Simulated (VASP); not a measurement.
# ZnS: single point with r2SCAN

The system is ZnS.

```
Zn S
1.0
    -2.70465   -2.70465    0.00000
     2.70465   -2.70465    0.00000
     0.00000    0.00000   11.81860
Zn S
4 4
Direct
  0.00000 0.00000 0.85818
  0.50000 0.50000 0.17164
  0.00000 0.00000 0.40048
  0.50000 0.50000 0.62933
  0.50000 0.00000 0.28606
  0.00000 0.50000 0.51491
  0.50000 0.00000 0.74375
  0.00000 0.50000 0.05721
```

This cell differs from its parent crystal: the distance across one plane changed.

```
Program                : VASP 6.6.1
Task                   : single point
Functional             : r2SCAN
Potentials or basis    : VASP PAW PBE potentials, release 64 (Zn, S)
Cutoff                 : 520 eV
k mesh                 : 6 × 6 × 2
Occupations            : gaussian, width 0.05 eV
Spin                   : no spin polarisation
Dipole correction      : no
Further INCAR settings : ALGO = Normal; EDIFF = 1e-06; NBANDS = 46
```

```json
{"Pressure": "-3.4 GPa", "Largest force": "1.787 eV/Å", "Band gap on the k mesh": "0.51 eV (least direct gap 0.65 eV)"}
```

Forces in eV/Å, atoms in the order of the input:
```
Zn   0.000  0.000  1.787
Zn   0.000  0.000 -0.804
Zn   0.000  0.000 -0.492
Zn   0.000  0.000 -0.497
S    0.000  0.000  0.491
S    0.000  0.000  0.500
S    0.000  0.000  0.776
S    0.000  0.000 -1.761
```

Stress tensor (GPa, compression positive):
```
-1.61 -0.80  0.00
-0.80 -1.61  0.00
 0.00  0.00 -7.04
```

Levels at points of the mesh, in eV from the valence-band top:
```tsv
k point	band 34	band 35	band 36	band 37	band 38	band 39
(0.00, 0.00, 0.00)	-1.22	-0.64	-0.14	0.51	2.49	2.89
(0.50, 0.00, 0.00)	-2.00	-1.59	0.00	1.36	2.41	3.68
(0.00, 0.50, 0.00)	-1.63	-1.52	-0.78	1.44	1.87	3.87
(0.50, 0.50, 0.00)	-2.79	-2.19	-2.00	1.45	1.86	2.90
(0.00, 0.00, 0.50)	-1.69	-0.67	-0.17	1.16	2.41	2.63
(0.50, 0.00, 0.50)	-2.17	-1.59	0.00	1.66	2.68	3.32
(0.00, 0.50, 0.50)	-1.77	-1.72	-0.78	1.72	2.25	3.47
(0.50, 0.50, 0.50)	-2.80	-2.23	-2.03	1.67	2.02	3.13
```

Run time: 12 min on 1 thread of Intel(R) Xeon(R) Platinum 8259CL CPU @ 2.50GHz (Skylake/Cascade Lake), on a shared host, peak memory 0.39 GiB.

Caveat: the cell differs from its parent crystal (the distance across one plane changed); the cell stands under tension; the PAW data sets were made with another functional, which shifts forces and pressure a little. A k mesh can miss the band edges.
